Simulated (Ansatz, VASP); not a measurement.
# Si3C in VASP and in Ansatz

```
Si C
1.0
     2.88725    0.00000    0.00000
    -1.44363    2.50043    0.00000
     0.00000    0.00000    6.65469
Si C
3 1
Direct
  0.33333 0.66667 0.68312
  0.33333 0.66667 0.31688
  0.66667 0.33333 0.00000
  0.66667 0.33333 0.50000
```

Alike in both runs: functional PBE; k mesh 18 × 18 × 6; occupations gaussian, width 0.1 eV; no spin polarisation.

Ansatz relaxed the structure, and its values are those at the end. VASP's run is a single point on that final structure, the one shown.

|  | VASP | Ansatz |
| --- | --- | --- |
| version | VASP 6.6.1 | Ansatz 0.2.0 |
| potentials or method | VASP PAW PBE potentials, release 64 (Si, C), cutoff 520 eV | scalar-relativistic, plane waves, PAW |
| valence electrons in the cell | 16 | 16 |

```tsv
	VASP	Ansatz	Ansatz less VASP
gap on the k mesh at the Fermi level (eV)	none	none	-
pressure (GPa)	0.0	0.0	0.00
rms of the force components (eV/Å)	0.006	0.000	-0.0053
```

A gap of «none» marks a metal or a gap that the smearing closes. The functional is the same, so the differences come from potentials, cutoffs and numerics.
